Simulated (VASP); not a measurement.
# Cu (Cmcm) in VASP: a series of runs, part 2 of 2

VASP 6.6.1. Earlier steps stand in the parts before.

### Step 3. Single point, PBE

INCAR

```
  ALGO = Normal
  EDIFF = 1E-6
  ENCUT = 520
  GGA = PE
  ISIF = 2
  ISMEAR = 0
  LASPH = T
  LCHARG = F
  LREAL = F
  LWAVE = F
  NBANDS = 18
  NELM = 100
  PREC = Accurate
  SIGMA = 0.05
```

KPOINTS

```
k-points
0
Gamma
  9 9 9
```

POSCAR

```
Cu
1.0
    1.2184636900     -3.9763780104      0.0000000000
    1.2184636900      3.9763780104      0.0000000000
    0.0000000000      0.0000000000      2.4754955235
Cu
2
Direct
    0.8661333500      0.1338666500      0.7500000000
    0.1338666500      0.8661333500      0.2500000000
```

Potentials or basis: VASP PAW PBE potentials, release 64 (Cu).

On the command line:

```bash
> cat potpaw_PBE.64/Cu/POTCAR > POTCAR
> mpirun -np 1 vasp_std > vasp.out
```

OUTCAR:

```text
EDIFF = 1E-6
   ENCUT = 520
   GGA = PE
   ISIF = 2
   ISMEAR = 0
   LASPH = T
   LREAL = F
   NELM = 100
   PREC = Accurate

 ion  position               nearest neighbor table
   1  0.866  0.134  0.750-   2 2.46   2 2.46   2 2.54   2 2.54   2 2.54   2 2.54
   2  0.134  0.866  0.250-   1 2.46   1 2.46   1 2.54   1 2.54   1 2.54   1 2.54

  LATTYP: Found a base centered orthorhombic cell.
 ALAT       =     2.4369273800
 B/A-ratio  =     3.2634357864
 C/A-ratio  =     1.0158265461

  Lattice vectors:

 A1 = (   1.2184636900,  -3.9763780104,   0.0000000000)
 A2 = (   1.2184636900,   3.9763780104,   0.0000000000)
 A3 = (   0.0000000000,   0.0000000000,   2.4754955235)

Analysis of symmetry for initial positions (statically):
=====================================================================
 Subroutine PRICEL returns:
 Original cell was already a primitive cell.

 Routine SETGRP: Setting up the symmetry group for a
 base centered orthorhombic supercell.

 Subroutine GETGRP returns: Found  8 space group operations
 (whereof  4 operations were pure point group operations)
[... 162 lines left out ...]
  free energy    TOTEN  =        -7.15404981 eV

  energy without entropy =       -7.15339423  energy(sigma->0) =       -7.15372202

 E-fermi :   7.3831     XC(G=0): -12.5996

 val. band max:        7.3451099943   @ k =   0.0000   0.0000   0.0000
 cond. band min:       7.3875804452   @ k =   0.3333   0.3333   0.2222
 fundamental gap:      0.0424704509
 Fermi energy:         7.3831246505

 k-point     1 :       0.0000    0.0000    0.0000
  band No.  band energies     occupation
      1      -1.8437      2.00000
      2       2.4367      2.00000
      3       3.2030      2.00000
      4       3.6808      2.00000
      5       4.3758      2.00000
      6       4.6376      2.00000
[... 481 lines left out ...]
      5       3.9256      2.00000
      6       4.7074      2.00000
[... 10 lines left out ...]
     17      26.3055      0.00000
     18      28.3039      0.00000

 [... further k-points ...]

------------------------ aborting loop because EDIFF is reached ----------------------------------------

  FORCE on cell =-STRESS in cart. coord.  units (eV):
  Direction    XX          YY          ZZ          XY          YZ          ZX
  --------------------------------------------------------------------------------------
  -------------------------------------------------------------------------------------
  Total        1.1247483      0.9135231      1.1669414      0.0000000     -0.0000000      0.0000000
  in kB       75.1231078     61.0151532     77.9412234      0.0000000     -0.0000000      0.0000000
  external PRESSURE =      71.3598281 kB  Pullay stress =       0.0000000 kB

 VOLUME and BASIS-vectors are now :
 -----------------------------------------------------------------------------
  energy-cutoff  :      520.00
  volume of cell :       23.99
      direct lattice vectors                 reciprocal lattice vectors
     1.218463690 -3.976378010  0.000000000     0.410352811 -0.125742572  0.000000000
     1.218463690  3.976378010  0.000000000     0.410352811  0.125742572  0.000000000
     0.000000000  0.000000000  2.475495523     0.000000000  0.000000000  0.403959527

 POSITION                                       TOTAL-FORCE (eV/Angst)
 -----------------------------------------------------------------------------------
      1.21846     -2.91177      1.85662         0.000000     -0.051942     -0.000000
      1.21846      2.91177      0.61887         0.000000      0.051942      0.000000
 -----------------------------------------------------------------------------------
    total drift:                                0.000000      0.000000      0.000000

  FREE ENERGIE OF THE ION-ELECTRON SYSTEM (eV)
  ---------------------------------------------------
  free  energy   TOTEN  =        -7.1540498128 eV

  energy  without entropy=       -7.1533942328  energy(sigma->0) =       -7.15372202
```

stdout:

```text
POSCAR found type information on POSCAR Cu
 POSCAR found :  1 types and       2 ions
 scaLAPACK will be used
 LDA part: xc-table for (Slater+PW92), standard interpolation
 POSCAR, INCAR and KPOINTS ok, starting setup
 FFT: planning ... GRIDC
 FFT: planning ... GRID_SOFT
 FFT: planning ... GRID
 WAVECAR not read
 entering main loop
```

Run time: 68 s. Hardware: 1 thread of Intel Xeon 8259CL, shared host; peak memory 0.18 GiB.

Results:

* Free energy: -7.1540 eV
* Pressure: 7.1 GPa
* Largest force: 0.052 eV/Å
* Band gap on the k mesh: zero (bands 11 and 12 overlap by 5.16 eV)

Forces on the atoms (eV/Å):
```
Cu   0.000 -0.052  0.000
Cu   0.000  0.052  0.000
```

Levels at points of the mesh, in eV from the Fermi level:
| k point | band 8 | band 9 | band 10 | band 11 | band 12 | band 13 | band 14 | band 15 |
| --- | --- | --- | --- | --- | --- | --- | --- | --- |
| (0.00, 0.00, 0.00) | -2.01 | -1.82 | -1.68 | -1.43 | -0.04 | 4.82 | 14.78 | 18.43 |

Caveat: the cell stands under pressure.

### Step 4. Single point, PBE

INCAR

```
SYSTEM = Cu
PREC = Accurate
ENCUT = 520
EDIFF = 1E-6
ISMEAR = 1
SIGMA = 0.1
LREAL = .FALSE.
LASPH = .TRUE.
NELM = 100
ALGO = Normal
ISIF = 2
LWAVE = .FALSE.
LCHARG = .FALSE.
GGA = PE
NBANDS = 18
```

KPOINTS

```
regular mesh
0
G
  10 10 10
  0 0 0
```

POSCAR is that of step 3.

On the command line:

```bash
> cat potpaw_PBE.64/Cu/POTCAR > POTCAR
> mpirun -np 1 vasp_std > vasp.out
```

Wall time 92 s (1 thread of Intel Xeon 8259CL, shared host); peak memory 0.2 GiB.

The run converged. Its results:

- Free energy: -7.1493 eV
- Pressure: 7.0 GPa
- Largest force: 0.050 eV/Å
- Band gap on the k mesh: zero (bands 11 and 12 overlap by 5.52 eV)

Forces in eV/Å, atoms in the order of the input:
```
Cu   0.000 -0.050  0.000
Cu   0.000  0.050  0.000
```

Stress tensor (GPa, compression positive):
```
6.96 0.00 0.00
0.00 6.35 0.00
0.00 0.00 7.55
```

Levels at points of the mesh, in eV from the Fermi level:
```
           k point  band 7  band 8  band 9  band 10  band 11  band 12  band 13  band 14  band 15  band 16
(0.00, 0.00, 0.00)   -2.35   -2.04   -1.85    -1.71    -1.46    -0.06     4.80    14.76    18.41    19.28
(0.50, 0.00, 0.00)   -2.71   -2.51   -2.14    -1.68    -0.49     1.27     2.53     6.87    12.90    15.68
(0.50, 0.50, 0.00)   -2.59   -2.33   -2.30    -1.94    -1.62    -1.55    13.62    15.28    15.57    17.63
(0.00, 0.00, 0.50)   -2.74   -2.74   -1.73    -1.73    -0.03    -0.03     8.19     8.19     9.42     9.42
(0.50, 0.00, 0.50)   -1.84   -1.84   -1.29    -1.29     3.72     3.72     7.49     7.49     9.66     9.66
(0.50, 0.50, 0.50)   -2.01   -2.01   -1.57    -1.57    -0.95    -0.95     3.69     3.69    17.91    17.91
```

Caveat: the cell stands under pressure.

### Step 5. Single point, PBE

INCAR

```
SYSTEM = Cu
ALGO     = Fast           ! electronic algorithm
EDIFF    = 1E-6           ! SCF threshold, eV
ENCUT    = 520            ! plane-wave cutoff, eV
GGA      = PE             ! functional
ISIF     = 2              ! what is computed and relaxed
ISMEAR   = 1              ! smearing method
LASPH    = .True.         ! aspherical terms in the spheres
LCHARG   = .False.        ! write CHGCAR
LREAL    = .False.        ! projectors in reciprocal space
LWAVE    = .False.        ! write WAVECAR
NBANDS   = 18             ! bands
NELM     = 100            ! most SCF steps
PREC     = Accurate       ! precision mode
SIGMA    = 0.1            ! smearing width, eV
```

KPOINTS

```
k-points
0
Gamma
  13 13 12
  0 0 0
```

POSCAR is that of step 4.

On the command line:

```bash
> cat potpaw_PBE.64/Cu/POTCAR > POTCAR
> mpirun -np 1 vasp_std > vasp.out
```

Wall time 3.4 min (1 thread of Intel Xeon 8259CL, shared host); peak memory 0.24 GiB.

The run converged. Its results:

| Quantity | Value |
| --- | --- |
| Free energy | -7.1513 eV |
| Pressure | 7.1 GPa |
| Largest force | 0.043 eV/Å |
| Band gap on the k mesh | zero (bands 11 and 12 overlap by 5.64 eV) |

Forces on the atoms (eV/Å):
```
Cu   0.000 -0.043  0.000
Cu   0.000  0.043  0.000
```

Stress tensor (GPa, compression positive):
```
6.88 0.00 0.00
0.00 6.96 0.00
0.00 0.00 7.58
```

Levels at points of the mesh, in eV from the Fermi level:
| k point | band 8 | band 9 | band 10 | band 11 | band 12 | band 13 | band 14 | band 15 |
| --- | --- | --- | --- | --- | --- | --- | --- | --- |
| (0.00, 0.00, 0.00) | -2.02 | -1.83 | -1.70 | -1.44 | -0.04 | 4.81 | 14.77 | 18.42 |
| (0.00, 0.00, 0.50) | -2.72 | -1.71 | -1.71 | -0.01 | -0.01 | 8.21 | 8.21 | 9.43 |

Caveat: the cell stands under pressure.

### Step 6. The runs side by side

| k mesh | smearing | gap on the mesh (eV) | pressure (GPa) | largest force (eV/Å) |
| --- | --- | --- | --- | --- |
| 9 × 9 × 9 | gaussian 0.05 eV | none | 7.1 | 0.05 |
| 10 × 10 × 10 | methfessel-paxton 0.1 eV | none | 7.0 | 0.05 |
| 13 × 13 × 12 | methfessel-paxton 0.1 eV | none | 7.1 | 0.04 |

Alike in all rows: task single point; level PBE; potentials or basis VASP PAW PBE potentials, release 64 (Cu); no spin polarisation; cell as given; cutoff (eV) 520.

Caveats: the cell stands under pressure.

Absolute energies hang on the potentials; compare differences alone.
